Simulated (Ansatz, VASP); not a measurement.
## CuI in VASP and in Ansatz

INCAR

```
ALGO     = Normal         # electronic algorithm
EDIFF    = 1E-6           # SCF threshold, eV
ENCUT    = 520            # plane-wave cutoff, eV
GGA      = PE             # functional
ISIF     = 2              # what is computed and relaxed
ISMEAR   = 0              # smearing method
LASPH    = True           # aspherical terms in the spheres
LCHARG   = False          # write CHGCAR
LREAL    = False          # projectors in reciprocal space
LWAVE    = False          # write WAVECAR
NBANDS   = 26             # bands
NELM     = 60             # most SCF steps
PREC     = Accurate       # precision mode
SIGMA    = 0.01           # smearing width, eV
```

Contents of KPOINTS:

```
k-points
0
Gamma
  6 6 4
```

The input POSCAR:

```
CuI
1.0
    4.3755375000      0.0000000000      0.0000000000
   -2.1877687500      3.7893266302      0.0000000000
    0.0000000000      0.0000000000      7.2537938901
Cu I
2 2
Direct
    0.3333333333      0.6666666667      0.2500000000
    0.6666666667      0.3333333333      0.7500000000
    0.6666666667      0.3333333333      0.2500000000
    0.3333333333      0.6666666667      0.7500000000
```

Input for Ansatz:

```yaml
crystal:
  lattice:
    - [4.3755375, 0.0, 0.0]
    - [-2.18776875, 3.7893266302, 0.0]
    - [0.0, 0.0, 7.2537938901]
  atoms:
    - { symbol: Cu, position: [0.3333333333, 0.6666666667, 0.25] }
    - { symbol: Cu, position: [0.6666666667, 0.3333333333, 0.75] }
    - { symbol: I, position: [0.6666666667, 0.3333333333, 0.25] }
    - { symbol: I, position: [0.3333333333, 0.6666666667, 0.75] }
kpoints:
  mp_grid: { grid: [6, 6, 4] }
  band_path:
    path:
      - [0.0, 0.0, 0.0]
      - [0.5, 0.0, 0.0]
      - [0.3333333333, 0.3333333333, 0.0]
      - [0.0, 0.0, 0.5]
      - [0.5, 0.0, 0.5]
      - [0.3333333333, 0.3333333333, 0.5]
    npoints: 1
hamiltonian:
  xc: pbe
scf:
  occupations: { method: fixed }
  n_extra_bands: 5
output:
  forces: true
  stress: true
  eigenvalues: true
```

Alike in both runs: task single point; functional PBE; k mesh 6 × 6 × 4; no spin polarisation.

```csv
,VASP,Ansatz
version,VASP 6.6.1,Ansatz 0.2.0
potentials or method,"VASP PAW PBE potentials, release 64 (Cu, I)","plane waves, PAW"
plane-wave cutoff (eV),520,420
occupations,"gaussian, width 0.01 eV",fixed
valence electrons in the cell,36,72
```

VASP gave:

| Property | Result |
| --- | --- |
| gap on the k mesh at the Fermi level (eV) | 1.23 |
| pressure (GPa) | 1.1 |
| traceless stress, the component that is largest in VASP (GPa) | -0.37 |

Question: What did Ansatz give for the same quantities?

Answer: gap on the k mesh at the Fermi level (eV): 1.21; pressure (GPa): 1.1; traceless stress, the component that is largest in VASP (GPa): -0.33.

VASP's potentials hold 36 valence electrons a cell and Ansatz's 72, so a difference there can come from the potentials and not from the codes.

Neither program's run includes spin-orbit coupling.
